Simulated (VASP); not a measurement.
Write the native input for VASP 6.6.1 that does the following.

```yaml
Task: single point
Functional: r2SCAN
Potentials_or_basis: VASP PAW PBE potentials, release 64 (W_sv, S)
Cutoff: 520 eV
k_mesh: 12 × 12 × 2
Occupations: gaussian, width 0.02 eV
Spin: no spin polarisation
Dipole_correction: no
Further_INCAR_settings: ALGO = Normal; EDIFF = 1e-06; NBANDS = 20
```

System: WS2, a slab with vacuum.

```
CELL_PARAMETERS angstrom
3.22881 0.00000 0.00000
-1.61441 2.79623 0.00000
0.00000 0.00000 16.79818
ATOMIC_POSITIONS crystal
W 0.33333 0.66667 0.00000
S 0.66667 0.33333 0.90802
S 0.66667 0.33333 0.09198
```

This cell differs from its parent crystal: biaxial strain in the a-b plane: +1.5 %.

These files were run (other wordings do the same):

POSCAR

```
WS2
1.0
    3.2288118187      0.0000000000      0.0000000000
   -1.6144059093      2.7962330590      0.0000000000
    0.0000000000      0.0000000000     16.7981833401
W S
1 2
Direct
    0.3333333333      0.6666666667      0.0000000000
    0.6666666667      0.3333333333      0.9080224903
    0.6666666667      0.3333333333      0.0919775097
```

INCAR.step1

```
  PREC = Accurate
  ENCUT = 520
  ISMEAR = 0
  SIGMA = 0.02
  LREAL = False
  LASPH = True
  NELM = 100
  NBANDS = 20
  GGA = PE
  ALGO = Normal
  EDIFF = 1E-4
  LWAVE = True
  LCHARG = False
```

INCAR.step2

```
  PREC = Accurate
  ENCUT = 520
  EDIFF = 1E-6
  ISMEAR = 0
  SIGMA = 0.02
  LREAL = False
  LASPH = True
  NELM = 100
  ALGO = Normal
  ISIF = 2
  LWAVE = False
  LCHARG = True
  METAGGA = R2SCAN
  LMIXTAU = True
  LELF = True
  LVHAR = True
  NBANDS = 20
  ISTART = 1
```

KPOINTS

```
Automatic mesh
0
Gamma
  12 12 2
```

Potentials or basis: VASP PAW PBE potentials, release 64 (W_sv, S).

Run with:

```sh
$ cat potpaw_PBE.64/W_sv/POTCAR potpaw_PBE.64/S/POTCAR > POTCAR
$ cp INCAR.step1 INCAR
$ mpirun -np 1 vasp_std > vasp.out
$ cp INCAR.step2 INCAR
$ mpirun -np 1 vasp_std > vasp.out
```

It gave:

| Quantity | Value |
| --- | --- |
| Largest force | 0.016 eV/Å |
| Band gap on the k mesh | 1.53 eV (least direct gap 1.73 eV) |

Caveat: the cell differs from its parent crystal (biaxial strain in the a-b plane: +1.5 %); there is no dipole correction, which matters where the two faces differ; the PAW data sets were made with another functional, which shifts forces and pressure a little; spin-orbit coupling is left out, which moves the levels of the heavy elements.

Run time: 4.3 min on 1 thread of Intel(R) Xeon(R) 6975P-C (Granite Rapids) (shared host), peak memory 0.34 GiB.
